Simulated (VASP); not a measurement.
Here is a VASP 6.6.1 calculation.

File INCAR:

```
PREC = Accurate
ENCUT = 520
EDIFF = 1E-6
ISMEAR = 0
SIGMA = 0.15
LREAL = F
LASPH = T
NELM = 100
ALGO = Fast
ISIF = 2
LWAVE = F
LCHARG = T
GGA = PS
LELF = T
LVHAR = T
NBANDS = 18
```

KPOINTS

```
Automatic mesh
0
Gamma
  24 24 12
```

File POSCAR:

```
Cu
1.0
    2.5175428299      0.0000000000      0.0000000000
   -1.2587714149      2.1802560458      0.0000000000
    0.0000000000      0.0000000000      4.4555473003
Cu
2
Direct
    0.3333333333      0.6666666667      0.2500000000
    0.6666666667      0.3333333333      0.7500000000
```

Potentials or basis: VASP PAW PBE potentials, release 64 (Cu).

The run is started by

```bash
$ cat potpaw_PBE.64/Cu/POTCAR > POTCAR
$ mpirun -np 1 vasp_std > vasp.out
```

Problem. Estimate the band gap on the k mesh.

Solution. Zero (bands 11 and 12 overlap by 6.24 eV).

Problem. Estimate the pressure.

Solution. -9.1 GPa.

Stress tensor (GPa, compression positive):
```
 -5.42   0.00   0.00
  0.00  -5.42   0.00
  0.00   0.00 -16.52
```

Caveat: the stress differs along the axes, from -17 to -5 GPa; the PAW data sets were made with another functional, which shifts forces and pressure a little.
